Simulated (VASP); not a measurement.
# CuGe3 (I4/mmm) in VASP: single point with PBEsol

Aim: the single point of CuGe3 with PBEsol.

Everything below comes from runs of VASP 6.6.1. Logs are shortened: lines on timing, memory, paths and dates and some standing lists are left out, and cuts for length are marked.

### 1 The cell of the first run

Symmetry: I4/mmm, No. 139, tetragonal system. Conventional cell: a = 4.257 Å, b = 4.257 Å, c = 9.258 Å, α = 90.00°, β = 90.00°, γ = 90.00°. Within 4.0 Å of Cu (site symmetry 4/mmm) lie 12 Ge at 3.01 to 3.14 Å. Ge (site symmetry -4m2) has 8 Ge at 3.01 to 3.14 Å and 4 Cu at 3.14 Å within 4.0 Å. Ge (site symmetry 4/mmm) has 4 Cu at 3.01 Å and 8 Ge at 3.14 Å within 4.0 Å.

### 2 Single point, PBEsol (Sn replaced by Ge, lengths x 0.938, strained)

File INCAR:

```
SYSTEM = CuGe3
PREC = Accurate ; ENCUT = 520
EDIFF = 1E-6 ; ISMEAR = 0
SIGMA = 0.1 ; LREAL = .False.
LASPH = .True. ; NELM = 100
ALGO = Normal ; ISIF = 2
LWAVE = .False. ; LCHARG = .False.
GGA = PS ; NBANDS = 34
```

File KPOINTS:

```
regular mesh
0
Gamma
  14 14 14
  0 0 0
```

File POSCAR:

```
CuGe3
1.0
   -2.1287440315      2.1287440315      4.6289870897
    2.1287440315     -2.1287440315      4.6289870897
    2.1287440315      2.1287440315     -4.6289870897
Cu Ge
1 3
Direct
    0.0000000000      0.0000000000      0.0000000000
    0.7500000000      0.2500000000      0.5000000000
    0.2500000000      0.7500000000      0.5000000000
    0.5000000000      0.5000000000      0.0000000000
```

Potentials or basis: VASP PAW PBE potentials, release 64 (Cu, Ge_d).

The run is started by

```bash
$ cat potpaw_PBE.64/Cu/POTCAR potpaw_PBE.64/Ge_d/POTCAR > POTCAR
$ mpirun -np 1 vasp_std > vasp.out
```

OUTCAR:

```text
SYSTEM = CuGe3
   PREC = Accurate
   ENCUT = 520
   EDIFF = 1E-6
   ISMEAR = 0
   LREAL = .False.
   LASPH = .True.
   NELM = 100
   ISIF = 2
   GGA = PS

 ion  position               nearest neighbor table
   1  0.000  0.000  0.000-
   2  0.750  0.250  0.500-
   3  0.250  0.750  0.500-
   4  0.500  0.500  0.000-

  LATTYP: Found a body centered tetragonal cell.
 ALAT       =     4.2574880630
 C/A-ratio  =     2.1745155929

  Lattice vectors:

 A1 = (  -2.1287440315,   2.1287440315,   4.6289870897)
 A2 = (   2.1287440315,  -2.1287440315,   4.6289870897)
 A3 = (   2.1287440315,   2.1287440315,  -4.6289870897)

Analysis of symmetry for initial positions (statically):
=====================================================================
 Subroutine PRICEL returns:
 Original cell was already a primitive cell.

 Routine SETGRP: Setting up the symmetry group for a
 body centered tetragonal supercell.

 Subroutine GETGRP returns: Found 16 space group operations
 (whereof 16 operations were pure point group operations)
 out of a pool of 16 trial point group operations.

The static configuration has the point symmetry D_4h.

Analysis of symmetry for dynamics (positions and initial velocities):
=====================================================================
 Subroutine PRICEL returns:
 Original cell was already a primitive cell.

 Routine SETGRP: Setting up the symmetry group for a
 body centered tetragonal supercell.

 Subroutine GETGRP returns: Found 16 space group operations
 (whereof 16 operations were pure point group operations)
 out of a pool of 16 trial point group operations.

The dynamic configuration has the point symmetry D_4h.

 Subroutine INISYM returns: Found 16 space group operations
 (whereof 16 operations are pure point group operations),
 and found     1 'primitive' translations

----------------------------------------------------------------------------------------

                                     Primitive cell

  volume of cell :      83.9060

  direct lattice vectors                    reciprocal lattice vectors
    -2.128744032  2.128744032  4.628987090     0.000000000  0.234880283  0.108014991
     2.128744032 -2.128744032  4.628987090     0.234880283  0.000000000  0.108014991
     2.128744032  2.128744032 -4.628987090     0.234880283  0.234880283  0.000000000

  length of vectors
     5.521831560  5.521831560  5.521831560     0.258526566  0.258526566  0.332170881

  position of ions in fractional coordinates (direct lattice)
     0.000000000  0.000000000  0.000000000
     0.750000000  0.250000000  0.500000000
     0.250000000  0.750000000  0.500000000
     0.500000000  0.500000000  0.000000000

  ion indices of the primitive-cell ions
   primitive index   ion index
                 1           1
                 2           2
                 3           3
                 4           4

----------------------------------------------------------------------------------------

 KPOINTS: regular mesh

Automatic generation of k-mesh.
 Grid dimensions read from file:
 generate k-points for:   14   14   14

 Generating k-lattice:

  Cartesian coordinates                     Fractional coordinates (reciprocal lattice)
     0.000000000  0.016777163  0.007715357     0.071428571  0.000000000  0.000000000
     0.016777163  0.000000000  0.007715357     0.000000000  0.071428571  0.000000000
     0.016777163  0.016777163  0.000000000     0.000000000  0.000000000  0.071428571

  Length of vectors
     0.018466183  0.018466183  0.023726492

  Shift w.r.t. Gamma in fractional coordinates (k-lattice)
     0.000000000  0.000000000  0.000000000

 Subroutine IBZKPT returns following result:
 ===========================================

 Found    244 irreducible k-points:

 Following reciprocal coordinates:
            Coordinates               Weight
  0.000000  0.000000  0.000000      1.000000
  0.071429  0.000000  0.000000      8.000000
  0.142857 -0.000000  0.000000      8.000000
  0.214286  0.000000  0.000000      8.000000
  0.285714  0.000000  0.000000      8.000000
  0.357143  0.000000 -0.000000      8.000000
[... 16 lines left out ...]
  0.214286  0.142857 -0.000000     16.000000
  0.285714  0.142857 -0.000000     16.000000
 [... further k-points ...]
   k-points           NKPTS =    244   k-points in BZ     NKDIM =    244   number of bands    NBANDS=     34
   number of dos      NEDOS =    301   number of ions     NIONS =      4
   total plane-waves  NPLWV =  74088
   dimension x,y,z NGX =    42 NGY =   42 NGZ =   42
   dimension x,y,z NGXF=    84 NGYF=   84 NGZF=   84
   ions per type =               1   3
   NGX,Y,Z   is equivalent  to a cutoff of  12.64, 12.64, 12.64 a.u.
   NGXF,Y,Z  is equivalent  to a cutoff of  25.29, 25.29, 25.29 a.u.
 SYSTEM =  CuGe3
   PREC   = accura    normal or accurate (medium, high low for compatibility)
   ISTART =      0    job   : 0-new  1-cont  2-samecut
   ICHARG =      2    charge: 1-file 2-atom 10-const
   ISPIN  =      1    spin polarized calculation?
   LNONCOLLINEAR =      F non collinear calculations
   LSORBIT =      F    spin-orbit coupling
   LASPH  =      T    aspherical Exc in radial PAW
   ENCUT  =  520.0 eV  38.22 Ry    6.18 a.u.  10.27 10.27 10.27*2*pi/ulx,y,z
   NELM   =    100;   NELMIN=  2; NELMDL= -5     # of ELM steps
   EDIFF  = 0.1E-05   stopping-criterion for ELM
   LREAL  =      F    real-space projection
   EDIFFG = 0.1E-04   stopping-criterion for IOM
   NSW    =      0    number of steps for IOM
   IBRION =     -1    ionic relax: 0-MD 1-quasi-New 2-CG
   NFREE  =      0    steps in history (QN), initial steepest desc. (CG)
   ISIF   =      2    stress and relaxation
   ISYM   =      2    0-nonsym 1-usesym 2-fastsym
   POTIM  = 0.5000    time-step for ionic-motion
   TEBEG  =    0.0;   TEEND  =   0.0 temperature during run
   PSTRESS=    0.0 pullay stress
   NELECT =      53.0000    total number of electrons
   NUPDOWN=      -1.0000    fix difference up-down
   EMIN   =  10.00;   EMAX   =-10.00  energy-range for DOS
   EFERMI =   0.00;   METHOD = LEGACY
   ISMEAR =     0;   SIGMA  =   0.10  broadening in eV -4-tet -1-fermi 0-gaus
   EFERMI_NEDOS =   21; number of points for ismear=-14 and -15
   IALGO  =     38    algorithm
   IMIX   =      4    mixing-type and parameters
     AMIX     =   0.40;   BMIX     =  1.00
     AMIX_MAG =   1.60;   BMIX_MAG =  1.00
  volume/ion in A,a.u.               =      20.98       141.56
  Fermi-wavevector in a.u.,A,eV,Ry     =   1.404653  2.654410 26.844991  1.973051
  Thomas-Fermi vector in A             =   2.527193
   LORBIT       =      0    0 simple, 1 ext, 2 COOP (PROOUT), +10 PAW based schemes
   GGA     = PS    functional components
   LHFCALC =     F    Hartree Fock is set to
   AEXX    =    0.0000 exact exchange contribution
   IVDW    =     0    specifies the selected vdW correction
   LEPSILON=     F    determine dielectric tensor
   LRPA    =     F    only Hartree local field effects (RPA)
 non-spin polarized calculation
 Gauss-broadening in eV      SIGMA  =   0.10
  energy-cutoff  :      520.00
  volume of cell :       83.91
 maximum number of plane-waves:      2277
 NGX is ok and might be reduce to    42
   NGX = 21   NGY = 21   NGZ = 21

 number of electron      53.0000002 magnetization

 Free energy of the ion-electron system (eV)
  ---------------------------------------------------
  ext. energy  EPLUGINS =         0.00000000
  ---------------------------------------------------
  free energy    TOTEN  =       -17.17929664 eV

  energy without entropy =      -17.17071426  energy(sigma->0) =      -17.17500545

 E-fermi :   4.8122     XC(G=0): -10.6781

 val. band max:        4.8092709869   @ k =  -0.2143   0.2857   0.0714
 cond. band min:       4.8130612593   @ k =  -0.3571   0.3571   0.1429
 fundamental gap:      0.0037902723
 Fermi energy:         4.8121648596

 k-point     1 :       0.0000    0.0000    0.0000
  band No.  band energies     occupation
      1     -19.8633      2.00000
      2     -19.8349      2.00000
      3     -19.8254      2.00000
      4     -19.8173      2.00000
      5     -19.8173      2.00000
      6     -19.8043      2.00000
[... 26 lines left out ...]
     33       9.4253      0.00000
     34      13.2261      0.00000

 k-point     2 :       0.0714    0.0000    0.0000
  band No.  band energies     occupation
      1     -19.8617      2.00000
      2     -19.8342      2.00000
      3     -19.8248      2.00000
      4     -19.8176      2.00000
      5     -19.8175      2.00000
      6     -19.8042      2.00000
[... 26 lines left out ...]
     33       9.2100      0.00000
     34      13.5848      0.00000

 k-point     3 :       0.1429   -0.0000    0.0000
  band No.  band energies     occupation
      1     -19.8572      2.00000
      2     -19.8323      2.00000
      3     -19.8233      2.00000
      4     -19.8180      2.00000
      5     -19.8180      2.00000
      6     -19.8042      2.00000
[... 26 lines left out ...]
     33       8.7945      0.00000
     34      13.1277      0.00000

 k-point     4 :       0.2143    0.0000    0.0000
  band No.  band energies     occupation
      1     -19.8498      2.00000
      2     -19.8295      2.00000
      3     -19.8212      2.00000
      4     -19.8187      2.00000
      5     -19.8169      2.00000
      6     -19.8041      2.00000
[... 26 lines left out ...]
     33       9.1488      0.00000
     34      12.3788      0.00000

 k-point     5 :       0.2857    0.0000    0.0000
  band No.  band energies     occupation
      1     -19.8400      2.00000
      2     -19.8262      2.00000
      3     -19.8194      2.00000
      4     -19.8187      2.00000
      5     -19.8138      2.00000
      6     -19.8041      2.00000
[... 621 lines left out ...]
 k-point    22 :       0.1429    0.1429    0.0000
  band No.  band energies     occupation
      1     -19.8533      2.00000
      2     -19.8290      2.00000
      3     -19.8238      2.00000
      4     -19.8194      2.00000
      5     -19.8176      2.00000
      6     -19.8039      2.00000
[... 26 lines left out ...]
     33       9.9512      0.00000
     34      11.5471      0.00000

 k-point    23 :       0.2143    0.1429   -0.0000
  band No.  band energies     occupation
      1     -19.8488      2.00000
      2     -19.8274      2.00000
      3     -19.8214      2.00000
      4     -19.8174      2.00000
      5     -19.8162      2.00000
      6     -19.8052      2.00000
[... 26 lines left out ...]
     33       9.9186      0.00000
     34      10.9848      0.00000

 k-point    24 :       0.2857    0.1429   -0.0000
  band No.  band energies     occupation
      1     -19.8428      2.00000
      2     -19.8266      2.00000
      3     -19.8172      2.00000
      4     -19.8148      2.00000
      5     -19.8126      2.00000
      6     -19.8067      2.00000
[... 26 lines left out ...]
     33       9.5960      0.00000
     34      10.8991      0.00000

 [... further k-points ...]

------------------------ aborting loop because EDIFF is reached ----------------------------------------

  FORCE on cell =-STRESS in cart. coord.  units (eV):
  Direction    XX          YY          ZZ          XY          YZ          ZX
  --------------------------------------------------------------------------------------
  -------------------------------------------------------------------------------------
  Total       -6.1242279     -6.1242279     -6.2105841      0.0000000     -0.0000000      0.0000000
  in kB     -116.9416131   -116.9416131   -118.5905767      0.0000000     -0.0000000      0.0000000
  external PRESSURE =    -117.4912676 kB  Pullay stress =       0.0000000 kB

 VOLUME and BASIS-vectors are now :
 -----------------------------------------------------------------------------
  energy-cutoff  :      520.00
  volume of cell :       83.91
      direct lattice vectors                 reciprocal lattice vectors
    -2.128744032  2.128744032  4.628987090     0.000000000  0.234880283  0.108014991
     2.128744032 -2.128744032  4.628987090     0.234880283  0.000000000  0.108014991
     2.128744032  2.128744032 -4.628987090     0.234880283  0.234880283  0.000000000

 POSITION                                       TOTAL-FORCE (eV/Angst)
 -----------------------------------------------------------------------------------
      0.00000      0.00000      0.00000         0.000000      0.000000      0.000000
      0.00000      2.12874      2.31449        -0.000000     -0.000000     -0.000000
      2.12874      0.00000      2.31449         0.000000      0.000000      0.000000
      0.00000      0.00000      4.62899         0.000000      0.000000      0.000000
 -----------------------------------------------------------------------------------
    total drift:                               -0.000000     -0.000000      0.000000

  FREE ENERGIE OF THE ION-ELECTRON SYSTEM (eV)
  ---------------------------------------------------
  free  energy   TOTEN  =       -17.1792966406 eV

  energy  without entropy=      -17.1707142609  energy(sigma->0) =      -17.17500545
```

Wall time 14 min (1 thread of Intel Xeon Platinum 8259CL at 2.50GHz (Skylake/Cascade Lake), shared host); peak memory 0.69 GiB.

What came out:

| Item | Value |
| --- | --- |
| Free energy | -17.1793 eV |
| Pressure | -11.7 GPa |

Stress tensor (GPa, compression positive):
```
-11.69   0.00   0.00
  0.00 -11.69   0.00
  0.00   0.00 -11.86
```

Levels at points of the mesh, in eV from the Fermi level:
```
           k point  band 23  band 24  band 25  band 26  band 27  band 28  band 29  band 30
(0.00, 0.00, 0.00)    -2.34    -2.05    -0.87    -0.87    -0.11    -0.11     0.86     1.54
(0.50, 0.00, 0.00)    -2.23    -1.91    -0.30    -0.25     0.02     0.24     1.82     2.69
(0.50, 0.50, 0.00)    -2.22    -2.15    -2.09    -2.01    -0.04     0.94     1.22     1.39
(0.50, 0.50, 0.50)    -2.34    -2.33    -2.16    -1.03     2.57     2.72     2.72     2.74
```

Caveat: the cell differs from its parent crystal (Sn replaced by Ge, lengths x 0.938, strained); the PAW data sets were made with another functional, which shifts forces and pressure a little.
